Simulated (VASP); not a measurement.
# TiW3 (P-6m2) in VASP: a series of runs

The runs below take TiW3 through single point, relaxation of cell and atoms, with PBE.

All numbers are computed with VASP 6.6.1; they aren't measurements. Logs are shortened: lines on timing, memory, paths and dates and some standing lists are left out, and cuts for length are marked.

## 1. The cell of the first run

Symmetry: P-6m2, No. 187, hexagonal system. Conventional cell: a = 2.679 Å, b = 2.679 Å, c = 10.660 Å, α = 90.00°, β = 90.00°, γ = 120.00°. Ti (site symmetry -6m2) has 6 Ti at 2.68 Å and 6 W at 3.08 Å within 3.5 Å. W (site symmetry -6m2) has 12 W at 2.68 to 3.08 Å within 3.5 Å. Within 3.5 Å of W (site symmetry 3m) lie 9 W at 2.68 to 3.08 Å and 3 Ti at 3.08 Å.

## 2. Single point, PBE

INCAR

```
SYSTEM = TiW3
ALGO = Fast ; EDIFF = 1E-6
ENCUT = 520 ; GGA = PE
ISIF = 2 ; ISMEAR = 0
LASPH = .TRUE. ; LCHARG = .FALSE.
LREAL = .FALSE. ; LWAVE = .FALSE.
NBANDS = 35 ; NELM = 80
PREC = Accurate ; SIGMA = 0.1
```

KPOINTS

```
k-points
0
G
  6 6 2
  0 0 0
```

POSCAR

```
TiW3
1.0
    2.6789225300      0.0000000000      0.0000000000
   -1.3394612600      2.3200149600      0.0000000000
    0.0000000000      0.0000000000     10.6595097500
Ti W
1 3
Direct
    0.3333333300      0.6666666700      0.0000000000
    0.3333333300      0.6666666700      0.5000000000
    0.6666666700      0.3333333300      0.2500000000
    0.6666666700      0.3333333300      0.7500000000
```

Potentials or basis: VASP PAW PBE potentials, release 64 (Ti_sv, W_sv).

On the command line:

```
> cat potpaw_PBE.64/Ti_sv/POTCAR potpaw_PBE.64/W_sv/POTCAR > POTCAR
> mpirun -np 1 vasp_std > vasp.out
```

OUTCAR:

```text
SYSTEM = TiW3
   EDIFF = 1E-6
   ENCUT = 520
   GGA = PE
   ISIF = 2
   ISMEAR = 0
   LASPH = .TRUE.
   LREAL = .FALSE.
   NELM = 80
   PREC = Accurate

 ion  position               nearest neighbor table
   1  0.333  0.667  0.000-   3 3.08   4 3.08   3 3.08   4 3.08   3 3.08   4 3.08
   2  0.333  0.667  0.500-   3 3.08   4 3.08   3 3.08   4 3.08   3 3.08   4 3.08
   3  0.667  0.333  0.250-   1 3.08   2 3.08   1 3.08   2 3.08   1 3.08   2 3.08
   4  0.667  0.333  0.750-   1 3.08   2 3.08   1 3.08   2 3.08   1 3.08   2 3.08

  LATTYP: Found a hexagonal cell.
 ALAT       =     2.6789225300
 C/A-ratio  =     3.9790287441

  Lattice vectors:

 A1 = (   2.6789225300,   0.0000000000,   0.0000000000)
 A2 = (  -1.3394612600,   2.3200149600,   0.0000000000)
 A3 = (   0.0000000000,   0.0000000000,  10.6595097500)

Analysis of symmetry for initial positions (statically):
=====================================================================
 Subroutine PRICEL returns:
 Original cell was already a primitive cell.

 Routine SETGRP: Setting up the symmetry group for a
 hexagonal supercell.

 Subroutine GETGRP returns: Found 12 space group operations
 (whereof 12 operations were pure point group operations)
 out of a pool of 24 trial point group operations.

The static configuration has the point symmetry D_3h.

Analysis of symmetry for dynamics (positions and initial velocities):
=====================================================================
 Subroutine PRICEL returns:
 Original cell was already a primitive cell.

 Routine SETGRP: Setting up the symmetry group for a
 hexagonal supercell.

 Subroutine GETGRP returns: Found 12 space group operations
 (whereof 12 operations were pure point group operations)
 out of a pool of 24 trial point group operations.

The dynamic configuration has the point symmetry D_3h.

 Subroutine INISYM returns: Found 12 space group operations
 (whereof 12 operations are pure point group operations),
 and found     1 'primitive' translations

----------------------------------------------------------------------------------------

                                     Primitive cell

  volume of cell :      66.2503

  direct lattice vectors                    reciprocal lattice vectors
     2.678922530  0.000000000  0.000000000     0.373284404  0.215515851  0.000000000
    -1.339461260  2.320014960  0.000000000     0.000000000  0.431031703  0.000000000
     0.000000000  0.000000000 10.659509750     0.000000000  0.000000000  0.093812945

  length of vectors
     2.678922530  2.678922523 10.659509750     0.431031702  0.431031703  0.093812945

  position of ions in fractional coordinates (direct lattice)
     0.333333330  0.666666670  0.000000000
     0.333333330  0.666666670  0.500000000
     0.666666670  0.333333330  0.250000000
     0.666666670  0.333333330  0.750000000

  ion indices of the primitive-cell ions
   primitive index   ion index
                 1           1
                 2           2
                 3           3
                 4           4

----------------------------------------------------------------------------------------

 KPOINTS: k-points

Automatic generation of k-mesh.
 Grid dimensions read from file:
 generate k-points for:    6    6    2

 Generating k-lattice:

  Cartesian coordinates                     Fractional coordinates (reciprocal lattice)
     0.062214067  0.035919308  0.000000000     0.166666667  0.000000000  0.000000000
     0.000000000  0.071838617  0.000000000     0.000000000  0.166666667  0.000000000
     0.000000000  0.000000000  0.046906472     0.000000000  0.000000000  0.500000000

  Length of vectors
     0.071838617  0.071838617  0.046906472

  Shift w.r.t. Gamma in fractional coordinates (k-lattice)
     0.000000000  0.000000000  0.000000000

 Subroutine IBZKPT returns following result:
 ===========================================

 Found     14 irreducible k-points:

 Following reciprocal coordinates:
            Coordinates               Weight
  0.000000  0.000000  0.000000      1.000000
  0.166667  0.000000  0.000000      6.000000
  0.333333  0.000000  0.000000      6.000000
  0.500000  0.000000  0.000000      3.000000
  0.166667  0.166667  0.000000      6.000000
  0.333333  0.166667  0.000000     12.000000
  0.333333  0.333333  0.000000      2.000000
  0.000000  0.000000  0.500000      1.000000
  0.166667  0.000000  0.500000      6.000000
  0.333333  0.000000  0.500000      6.000000
  0.500000  0.000000  0.500000      3.000000
  0.166667  0.166667  0.500000      6.000000
  0.333333  0.166667  0.500000     12.000000
  0.333333  0.333333  0.500000      2.000000
   k-points           NKPTS =     14   k-points in BZ     NKDIM =     14   number of bands    NBANDS=     35
   number of dos      NEDOS =    301   number of ions     NIONS =      4
   total plane-waves  NPLWV =  32000
   dimension x,y,z NGX =    20 NGY =   20 NGZ =   80
   dimension x,y,z NGXF=    40 NGYF=   40 NGZF=  160
   ions per type =               1   3
   NGX,Y,Z   is equivalent  to a cutoff of  12.41, 12.41, 12.48 a.u.
   NGXF,Y,Z  is equivalent  to a cutoff of  24.82, 24.82, 24.95 a.u.
 SYSTEM =  TiW3
   PREC   = accura    normal or accurate (medium, high low for compatibility)
   ISTART =      0    job   : 0-new  1-cont  2-samecut
   ICHARG =      2    charge: 1-file 2-atom 10-const
   ISPIN  =      1    spin polarized calculation?
   LNONCOLLINEAR =      F non collinear calculations
   LSORBIT =      F    spin-orbit coupling
   LASPH  =      T    aspherical Exc in radial PAW
   ENCUT  =  520.0 eV  38.22 Ry    6.18 a.u.   4.98  4.98 19.82*2*pi/ulx,y,z
   NELM   =     80;   NELMIN=  2; NELMDL= -5     # of ELM steps
   EDIFF  = 0.1E-05   stopping-criterion for ELM
   LREAL  =      F    real-space projection
   EDIFFG = 0.1E-04   stopping-criterion for IOM
   NSW    =      0    number of steps for IOM
   IBRION =     -1    ionic relax: 0-MD 1-quasi-New 2-CG
   NFREE  =      0    steps in history (QN), initial steepest desc. (CG)
   ISIF   =      2    stress and relaxation
   ISYM   =      2    0-nonsym 1-usesym 2-fastsym
   POTIM  = 0.5000    time-step for ionic-motion
   TEBEG  =    0.0;   TEEND  =   0.0 temperature during run
   PSTRESS=    0.0 pullay stress
   NELECT =      54.0000    total number of electrons
   NUPDOWN=      -1.0000    fix difference up-down
   EMIN   =  10.00;   EMAX   =-10.00  energy-range for DOS
   EFERMI =   0.00;   METHOD = LEGACY
   ISMEAR =     0;   SIGMA  =   0.10  broadening in eV -4-tet -1-fermi 0-gaus
   EFERMI_NEDOS =   21; number of points for ismear=-14 and -15
   IALGO  =     68    algorithm
   IMIX   =      4    mixing-type and parameters
     AMIX     =   0.40;   BMIX     =  1.00
     AMIX_MAG =   1.60;   BMIX_MAG =  1.00
  volume/ion in A,a.u.               =      16.56       111.77
  Fermi-wavevector in a.u.,A,eV,Ry     =   1.529244  2.889852 31.818397  2.338586
  Thomas-Fermi vector in A             =   2.636891
   LORBIT       =      0    0 simple, 1 ext, 2 COOP (PROOUT), +10 PAW based schemes
   GGA     = PE    functional components
   LHFCALC =     F    Hartree Fock is set to
   AEXX    =    0.0000 exact exchange contribution
   IVDW    =     0    specifies the selected vdW correction
   LEPSILON=     F    determine dielectric tensor
   LRPA    =     F    only Hartree local field effects (RPA)
 non-spin polarized calculation
 RMM-DIIS sequential band-by-band and
 Gauss-broadening in eV      SIGMA  =   0.10
  energy-cutoff  :      520.00
  volume of cell :       66.25
 maximum number of plane-waves:      1812
 NGX is ok and might be reduce to    20
   NGX =  9   NGY =  9   NGZ = 39

 number of electron      53.9999992 magnetization

 Free energy of the ion-electron system (eV)
  ---------------------------------------------------
  ext. energy  EPLUGINS =         0.00000000
  ---------------------------------------------------
  free energy    TOTEN  =       -44.37092081 eV

  energy without entropy =      -44.33109744  energy(sigma->0) =      -44.35100912

 E-fermi :  10.0228     XC(G=0): -12.9284

 val. band max:       10.0020865219   @ k =   0.3333   0.1667   0.5000
 cond. band min:      10.0312887395   @ k =   0.5000   0.0000   0.0000
 fundamental gap:      0.0292022176
 Fermi energy:        10.0228366156

 k-point     1 :       0.0000    0.0000    0.0000
  band No.  band energies     occupation
      1     -63.7848      2.00000
      2     -63.7753      2.00000
      3     -63.7563      2.00000
      4     -46.4252      2.00000
      5     -28.3312      2.00000
      6     -28.1145      2.00000
[... 27 lines left out ...]
     34      13.0320      0.00000
     35      13.7363      0.00000

 k-point     2 :       0.1667    0.0000    0.0000
  band No.  band energies     occupation
      1     -63.7447      2.00000
      2     -63.7367      2.00000
      3     -63.7192      2.00000
      4     -46.3744      2.00000
      5     -28.2475      2.00000
      6     -28.0604      2.00000
[... 27 lines left out ...]
     34      12.3913      0.00000
     35      13.1811      0.00000

 k-point     3 :       0.3333    0.0000    0.0000
  band No.  band energies     occupation
      1     -63.6631      2.00000
      2     -63.6588      2.00000
      3     -63.6450      2.00000
      4     -46.2711      2.00000
      5     -28.3732      2.00000
      6     -28.3666      2.00000
[... 27 lines left out ...]
     34      13.1031      0.00000
     35      13.7354      0.00000
[... 343 lines left out ...]
 k-point    13 :       0.3333    0.1667    0.5000
  band No.  band energies     occupation
      1     -63.6212      2.00000
      2     -63.6195      2.00000
      3     -63.6084      2.00000
      4     -46.2187      2.00000
      5     -28.5452      2.00000
      6     -28.5341      2.00000
[... 27 lines left out ...]
     34      12.6513      0.00000
     35      14.3040      0.00000

 k-point    14 :       0.3333    0.3333    0.5000
  band No.  band energies     occupation
      1     -63.5998      2.00000
      2     -63.5998      2.00000
      3     -63.5904      2.00000
      4     -46.1925      2.00000
      5     -28.2991      2.00000
      6     -28.2823      2.00000
[... 27 lines left out ...]
     34      13.2666      0.00000
     35      13.3084      0.00000

------------------------ aborting loop because EDIFF is reached ----------------------------------------

  FORCE on cell =-STRESS in cart. coord.  units (eV):
  Direction    XX          YY          ZZ          XY          YZ          ZX
  --------------------------------------------------------------------------------------
  -------------------------------------------------------------------------------------
  Total        8.1251685      8.1251684     -8.4069758      0.0000000      0.0000000     -0.0000000
  in kB      196.4964853    196.4964843   -203.3116228      0.0000004      0.0000000     -0.0000000
  external PRESSURE =      63.2271156 kB  Pullay stress =       0.0000000 kB

 VOLUME and BASIS-vectors are now :
 -----------------------------------------------------------------------------
  energy-cutoff  :      520.00
  volume of cell :       66.25
      direct lattice vectors                 reciprocal lattice vectors
     2.678922530  0.000000000  0.000000000     0.373284404  0.215515851  0.000000000
    -1.339461260  2.320014960  0.000000000     0.000000000  0.431031703  0.000000000
     0.000000000  0.000000000 10.659509750     0.000000000  0.000000000  0.093812945

 POSITION                                       TOTAL-FORCE (eV/Angst)
 -----------------------------------------------------------------------------------
     -0.00000      1.54668      0.00000        -0.000000      0.000000      0.000000
     -0.00000      1.54668      5.32975         0.000000     -0.000000      0.000000
      1.33946      0.77334      2.66488         0.000000     -0.000000      0.577632
      1.33946      0.77334      7.99463        -0.000000     -0.000000     -0.577632
 -----------------------------------------------------------------------------------
    total drift:                                0.000012     -0.000007     -0.000000

  FREE ENERGIE OF THE ION-ELECTRON SYSTEM (eV)
  ---------------------------------------------------
  free  energy   TOTEN  =       -44.3709208126 eV

  energy  without entropy=      -44.3310974364  energy(sigma->0) =      -44.35100912
```

Wall time 2.5 min (1 thread of Intel Xeon 8259CL, shared host); peak memory 0.16 GiB.

What came out:

| Quantity | Value |
| --- | --- |
| Free energy | -44.3709 eV |
| Pressure | 6.3 GPa |
| Largest force | 0.578 eV/Å |
| Band gap on the k mesh | zero (bands 27 and 28 overlap by 1.51 eV) |

Forces on the atoms (eV/Å):
```
Ti   0.000  0.000  0.000
W    0.000  0.000  0.000
W    0.000  0.000  0.578
W    0.000  0.000 -0.578
```

Caveat: the k points lie up to 0.45 Å⁻¹ apart, too coarse for converged energies and pressures of a metal; spin-orbit coupling is left out, which moves the levels of the heavy elements.

[end of part 1 of 3]

The gap in the log of VASP goes by the Fermi energy; the results here count the filled bands.